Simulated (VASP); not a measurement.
# Ba3Ir (I4/mmm) in VASP: single point with PBE

Aim: the single point of Ba3Ir with PBE.

All numbers are computed with VASP 6.6.1; they aren't measurements. Logs are shortened: lines on timing, memory, paths and dates and some standing lists are left out, and cuts for length are marked.

**1. The cell of the first run**

Symmetry: I4/mmm, No. 139, tetragonal system. Conventional cell: a = 5.670 Å, b = 5.670 Å, c = 8.308 Å, α = 90.00°, β = 90.00°, γ = 90.00°. Within 4.6 Å of Ba (site symmetry 4/mmm) lie 8 Ba at 3.51 Å and 6 Ir at 4.01 to 4.15 Å. Within 4.6 Å of Ba (site symmetry -4m2) lie 10 Ba at 3.51 to 4.15 Å and 4 Ir at 3.51 Å. Within 4.6 Å of Ir (site symmetry 4/mmm) lie 14 Ba at 3.51 to 4.15 Å.

**2. Single point, PBE**

The input, INCAR:

```
SYSTEM = Ba3Ir
ALGO = Fast
EDIFF = 1E-6
ENCUT = 520
GGA = PE
ISIF = 2
ISMEAR = 0
LASPH = .TRUE.
LCHARG = .TRUE.
LELF = .TRUE.
LREAL = .FALSE.
LVHAR = .TRUE.
LWAVE = .FALSE.
NBANDS = 28
NELM = 60
PREC = Accurate
SIGMA = 0.1
```

The input, KPOINTS:

```
k-points
0
G
  14 14 14
  0 0 0
```

The input, POSCAR:

```
Ba3Ir
1.0
   -2.8350080307      2.8350080307      4.1539920082
    2.8350080307     -2.8350080307      4.1539920082
    2.8350080307      2.8350080307     -4.1539920082
Ba Ir
3 1
Direct
    0.5000000000      0.5000000000      0.0000000000
    0.2500000000      0.7500000000      0.5000000000
    0.7500000000      0.2500000000      0.5000000000
    0.0000000000      0.0000000000      0.0000000000
```

Potentials or basis: VASP PAW PBE potentials, release 64 (Ba_sv, Ir).

On the command line:

```bash
$ cat potpaw_PBE.64/Ba_sv/POTCAR potpaw_PBE.64/Ir/POTCAR > POTCAR
$ mpirun -np 1 vasp_std > vasp.out
```

OUTCAR:

```text
SYSTEM = Ba3Ir
   EDIFF = 1E-6
   ENCUT = 520
   GGA = PE
   ISIF = 2
   ISMEAR = 0
   LASPH = .TRUE.
   LREAL = .FALSE.
   NELM = 60
   PREC = Accurate

 ion  position               nearest neighbor table
   1  0.500  0.500  0.000-   2 3.51   3 3.51   2 3.51   3 3.51   2 3.51   3 3.51   2 3.51   3 3.51
                             4 4.01   4 4.01   4 4.01   4 4.01
   2  0.250  0.750  0.500-   4 3.51   1 3.51   1 3.51   4 3.51   1 3.51   4 3.51   4 3.51   1 3.51
                             3 4.01   3 4.01   3 4.01   3 4.01   3 4.15   3 4.15
   3  0.750  0.250  0.500-   1 3.51   4 3.51   1 3.51   4 3.51   1 3.51   4 3.51   1 3.51   4 3.51
                             2 4.01   2 4.01   2 4.01   2 4.01   2 4.15   2 4.15
   4  0.000  0.000  0.000-   3 3.51   2 3.51   2 3.51   3 3.51   2 3.51   3 3.51   3 3.51   2 3.51
                             1 4.01   1 4.01   1 4.01   1 4.01

  LATTYP: Found a body centered tetragonal cell.
 ALAT       =     5.6700160614
 C/A-ratio  =     1.4652487623

  Lattice vectors:

 A1 = (  -2.8350080307,   2.8350080307,   4.1539920082)
 A2 = (   2.8350080307,  -2.8350080307,   4.1539920082)
 A3 = (   2.8350080307,   2.8350080307,  -4.1539920082)

Analysis of symmetry for initial positions (statically):
=====================================================================
 Subroutine PRICEL returns:
 Original cell was already a primitive cell.

 Routine SETGRP: Setting up the symmetry group for a
 body centered tetragonal supercell.

 Subroutine GETGRP returns: Found 16 space group operations
 (whereof 16 operations were pure point group operations)
 out of a pool of 16 trial point group operations.

The static configuration has the point symmetry D_4h.

Analysis of symmetry for dynamics (positions and initial velocities):
=====================================================================
 Subroutine PRICEL returns:
 Original cell was already a primitive cell.

 Routine SETGRP: Setting up the symmetry group for a
 body centered tetragonal supercell.

 Subroutine GETGRP returns: Found 16 space group operations
 (whereof 16 operations were pure point group operations)
 out of a pool of 16 trial point group operations.

The dynamic configuration has the point symmetry D_4h.

 Subroutine INISYM returns: Found 16 space group operations
 (whereof 16 operations are pure point group operations),
 and found     1 'primitive' translations

----------------------------------------------------------------------------------------

                                     Primitive cell

  volume of cell :     133.5470

  direct lattice vectors                    reciprocal lattice vectors
    -2.835008031  2.835008031  4.153992008     0.000000000  0.176366343  0.120366144
     2.835008031 -2.835008031  4.153992008     0.176366343  0.000000000  0.120366144
     2.835008031  2.835008031 -4.153992008     0.176366343  0.176366343  0.000000000

  length of vectors
     5.773230523  5.773230523  5.773230523     0.213525398  0.213525398  0.249419675

  position of ions in fractional coordinates (direct lattice)
     0.500000000  0.500000000  0.000000000
     0.250000000  0.750000000  0.500000000
     0.750000000  0.250000000  0.500000000
     0.000000000  0.000000000  0.000000000

  ion indices of the primitive-cell ions
   primitive index   ion index
                 1           1
                 2           2
                 3           3
                 4           4

----------------------------------------------------------------------------------------

 KPOINTS: k-points

Automatic generation of k-mesh.
 Grid dimensions read from file:
 generate k-points for:   14   14   14

 Generating k-lattice:

  Cartesian coordinates                     Fractional coordinates (reciprocal lattice)
     0.000000000  0.012597596  0.008597582     0.071428571  0.000000000  0.000000000
     0.012597596  0.000000000  0.008597582     0.000000000  0.071428571  0.000000000
     0.012597596  0.012597596  0.000000000     0.000000000  0.000000000  0.071428571

  Length of vectors
     0.015251814  0.015251814  0.017815691

  Shift w.r.t. Gamma in fractional coordinates (k-lattice)
     0.000000000  0.000000000  0.000000000

 Subroutine IBZKPT returns following result:
 ===========================================

 Found    244 irreducible k-points:

 Following reciprocal coordinates:
            Coordinates               Weight
  0.000000  0.000000  0.000000      1.000000
  0.071429 -0.000000  0.000000      8.000000
  0.142857 -0.000000  0.000000      8.000000
  0.214286 -0.000000  0.000000      8.000000
  0.285714 -0.000000  0.000000      8.000000
  0.357143 -0.000000  0.000000      8.000000
[... 16 lines left out ...]
  0.214286  0.142857  0.000000     16.000000
  0.285714  0.142857  0.000000     16.000000
 [... further k-points ...]
   k-points           NKPTS =    244   k-points in BZ     NKDIM =    244   number of bands    NBANDS=     28
   number of dos      NEDOS =    301   number of ions     NIONS =      4
   total plane-waves  NPLWV = 110592
   dimension x,y,z NGX =    48 NGY =   48 NGZ =   48
   dimension x,y,z NGXF=    96 NGYF=   96 NGZF=   96
   ions per type =               3   1
   NGX,Y,Z   is equivalent  to a cutoff of  13.82, 13.82, 13.82 a.u.
   NGXF,Y,Z  is equivalent  to a cutoff of  27.64, 27.64, 27.64 a.u.
 SYSTEM =  Ba3Ir
   PREC   = accura    normal or accurate (medium, high low for compatibility)
   ISTART =      0    job   : 0-new  1-cont  2-samecut
   ICHARG =      2    charge: 1-file 2-atom 10-const
   ISPIN  =      1    spin polarized calculation?
   LNONCOLLINEAR =      F non collinear calculations
   LSORBIT =      F    spin-orbit coupling
   LASPH  =      T    aspherical Exc in radial PAW
   ENCUT  =  520.0 eV  38.22 Ry    6.18 a.u.  10.73 10.73 10.73*2*pi/ulx,y,z
   NELM   =     60;   NELMIN=  2; NELMDL= -5     # of ELM steps
   EDIFF  = 0.1E-05   stopping-criterion for ELM
   LREAL  =      F    real-space projection
   EDIFFG = 0.1E-04   stopping-criterion for IOM
   NSW    =      0    number of steps for IOM
   IBRION =     -1    ionic relax: 0-MD 1-quasi-New 2-CG
   NFREE  =      0    steps in history (QN), initial steepest desc. (CG)
   ISIF   =      2    stress and relaxation
   ISYM   =      2    0-nonsym 1-usesym 2-fastsym
   POTIM  = 0.5000    time-step for ionic-motion
   TEBEG  =    0.0;   TEEND  =   0.0 temperature during run
   PSTRESS=    0.0 pullay stress
   NELECT =      39.0000    total number of electrons
   NUPDOWN=      -1.0000    fix difference up-down
   EMIN   =  10.00;   EMAX   =-10.00  energy-range for DOS
   EFERMI =   0.00;   METHOD = LEGACY
   ISMEAR =     0;   SIGMA  =   0.10  broadening in eV -4-tet -1-fermi 0-gaus
   EFERMI_NEDOS =   21; number of points for ismear=-14 and -15
   IALGO  =     68    algorithm
   IMIX   =      4    mixing-type and parameters
     AMIX     =   0.40;   BMIX     =  1.00
     AMIX_MAG =   1.60;   BMIX_MAG =  1.00
  volume/ion in A,a.u.               =      33.39       225.30
  Fermi-wavevector in a.u.,A,eV,Ry     =   1.086138  2.052503 16.050731  1.179695
  Thomas-Fermi vector in A             =   2.222268
   LORBIT       =      0    0 simple, 1 ext, 2 COOP (PROOUT), +10 PAW based schemes
   GGA     = PE    functional components
   LHFCALC =     F    Hartree Fock is set to
   AEXX    =    0.0000 exact exchange contribution
   IVDW    =     0    specifies the selected vdW correction
   LEPSILON=     F    determine dielectric tensor
   LRPA    =     F    only Hartree local field effects (RPA)
 non-spin polarized calculation
 RMM-DIIS sequential band-by-band and
 Gauss-broadening in eV      SIGMA  =   0.10
  energy-cutoff  :      520.00
  volume of cell :      133.55
 maximum number of plane-waves:      3628
 NGX is ok and might be reduce to    48
   NGX = 21   NGY = 21   NGZ = 21

 number of electron      39.0000000 magnetization

 Free energy of the ion-electron system (eV)
  ---------------------------------------------------
  ext. energy  EPLUGINS =         0.00000000
  ---------------------------------------------------
  free energy    TOTEN  =       -13.18060420 eV

  energy without entropy =      -13.15867568  energy(sigma->0) =      -13.16963994

 E-fermi :   3.9881     XC(G=0):  -9.6275

 val. band max:        3.9844892829   @ k =  -0.2857  -0.2857   0.0714
 cond. band min:       3.9906833691   @ k =   0.3571   0.2857   0.0714
 fundamental gap:      0.0061940861
 Fermi energy:         3.9881032243

 k-point     1 :       0.0000    0.0000    0.0000
  band No.  band energies     occupation
      1     -25.0269      2.00000
      2     -24.1148      2.00000
      3     -24.0825      2.00000
      4     -10.5951      2.00000
      5     -10.5028      2.00000
      6     -10.5028      2.00000
[... 20 lines left out ...]
     27       7.5968      0.00000
     28       9.1759      0.00000

 k-point     2 :       0.0714   -0.0000    0.0000
  band No.  band energies     occupation
      1     -25.0235      2.00000
      2     -24.1171      2.00000
      3     -24.0843      2.00000
      4     -10.6058      2.00000
      5     -10.5176      2.00000
      6     -10.5144      2.00000
[... 20 lines left out ...]
     27       7.7828      0.00000
     28       9.2019      0.00000

 k-point     3 :       0.1429   -0.0000    0.0000
  band No.  band energies     occupation
      1     -25.0139      2.00000
      2     -24.1232      2.00000
      3     -24.0897      2.00000
      4     -10.6317      2.00000
      5     -10.5513      2.00000
      6     -10.5444      2.00000
[... 20 lines left out ...]
     27       8.2880      0.00000
     28       8.6936      0.00000

 k-point     4 :       0.2143   -0.0000    0.0000
  band No.  band energies     occupation
      1     -24.9997      2.00000
      2     -24.1320      2.00000
      3     -24.0981      2.00000
      4     -10.6606      2.00000
      5     -10.5861      2.00000
      6     -10.5831      2.00000
[... 578 lines left out ...]
     27       7.8060      0.00000
     28       8.4520      0.00000

 k-point    23 :       0.2143    0.1429    0.0000
  band No.  band energies     occupation
      1     -24.9804      2.00000
      2     -24.1440      2.00000
      3     -24.1092      2.00000
      4     -10.6845      2.00000
      5     -10.6497      2.00000
      6     -10.6208      2.00000
[... 20 lines left out ...]
     27       7.2423      0.00000
     28       8.1378      0.00000

 k-point    24 :       0.2857    0.1429    0.0000
  band No.  band energies     occupation
      1     -24.9656      2.00000
      2     -24.1515      2.00000
      3     -24.1192      2.00000
      4     -10.7142      2.00000
      5     -10.6629      2.00000
      6     -10.6421      2.00000
[... 20 lines left out ...]
     27       6.9328      0.00000
     28       7.6978      0.00000

 [... further k-points ...]

------------------------ aborting loop because EDIFF is reached ----------------------------------------

  FORCE on cell =-STRESS in cart. coord.  units (eV):
  Direction    XX          YY          ZZ          XY          YZ          ZX
  --------------------------------------------------------------------------------------
  -------------------------------------------------------------------------------------
  Total        0.7705283      0.7705283      0.7331100      0.0000000      0.0000000      0.0000000
  in kB        9.2441063      9.2441063      8.7951951      0.0000000      0.0000000      0.0000000
  external PRESSURE =       9.0944692 kB  Pullay stress =       0.0000000 kB

 VOLUME and BASIS-vectors are now :
 -----------------------------------------------------------------------------
  energy-cutoff  :      520.00
  volume of cell :      133.55
      direct lattice vectors                 reciprocal lattice vectors
    -2.835008031  2.835008031  4.153992008     0.000000000  0.176366343  0.120366144
     2.835008031 -2.835008031  4.153992008     0.176366343  0.000000000  0.120366144
     2.835008031  2.835008031 -4.153992008     0.176366343  0.176366343  0.000000000

 POSITION                                       TOTAL-FORCE (eV/Angst)
 -----------------------------------------------------------------------------------
      0.00000      0.00000      4.15399         0.000000     -0.000000     -0.000000
      2.83501     -0.00000      2.07700        -0.000000      0.000000      0.000000
     -0.00000      2.83501      2.07700        -0.000000     -0.000000      0.000000
      0.00000      0.00000      0.00000         0.000000     -0.000000     -0.000000
 -----------------------------------------------------------------------------------
    total drift:                                0.000000     -0.000000      0.000000

  FREE ENERGIE OF THE ION-ELECTRON SYSTEM (eV)
  ---------------------------------------------------
  free  energy   TOTEN  =       -13.1806042012 eV

  energy  without entropy=      -13.1586756798  energy(sigma->0) =      -13.16963994
```

It took 59 min on 1 thread of Intel Xeon 8259CL, shared host; peak memory 0.94 GiB.

Results:

| Quantity | Value |
| --- | --- |
| Free energy | -13.1806 eV |
| Pressure | 0.9 GPa |
| Band gap on the k mesh | zero (an odd number of electrons rules out a gap without spin polarisation) |

Levels at points of the mesh, in eV from the Fermi level:
```tsv
k point	band 15	band 16	band 17	band 18	band 19	band 20	band 21	band 22	band 23	band 24
(0.00, 0.00, 0.00)	-2.25	-1.10	-1.09	-1.09	0.16	0.38	0.38	0.83	0.89	1.83
(0.50, 0.00, 0.00)	-1.34	-1.34	-1.25	-1.24	-0.58	-0.43	-0.39	0.64	0.81	0.88
(0.50, 0.50, 0.00)	-1.48	-1.39	-1.33	-1.33	-0.40	0.58	0.64	1.14	1.27	1.72
(0.50, 0.50, 0.50)	-1.50	-1.48	-1.43	-1.43	-0.54	0.54	0.70	1.09	1.09	1.65
```

Caveat: spin-orbit coupling is left out, which moves the levels of the heavy elements.
